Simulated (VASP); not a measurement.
HRh8, 9 atoms in the cell. The cell holds a slab with vacuum, 9 atoms: a = 5.365 Å, b = 3.794 Å, c = 21.240 Å, α = 90.00°, β = 90.00°, γ = 90.00°. 

```yaml
Program: VASP 6.6.1
Task: single point
Functional: PBE
Dispersion: D3(BJ)
Potentials_or_basis: VASP PAW PBE potentials, release 64 (Rh_pv, H)
Cutoff: 520 eV
k_mesh: 5 × 7 × 1
Occupations: gaussian, width 0.1 eV
Spin: no spin polarisation
Dipole_correction: yes
Further_INCAR_settings: ALGO = Normal; EDIFF = 1e-07; NBANDS = 70
```

Potentials or basis: VASP PAW PBE potentials, release 64 (Rh_pv, H).

The run is started by

```bash
$ cat potpaw_PBE.64/Rh_pv/POTCAR potpaw_PBE.64/H/POTCAR > POTCAR
$ mpirun -np 1 vasp_std > vasp.out
```

Hardware: 1 thread of Oxide Virtual Turin-like Processor, with other jobs on the host.

Problem. Estimate the wall time of this run.

Solution. Wall time 23 min on 1 thread of Oxide Virtual Turin-like Processor, with other jobs on the host, peak memory 0.52 GiB. Counts: scf iterations 35, k points 12.
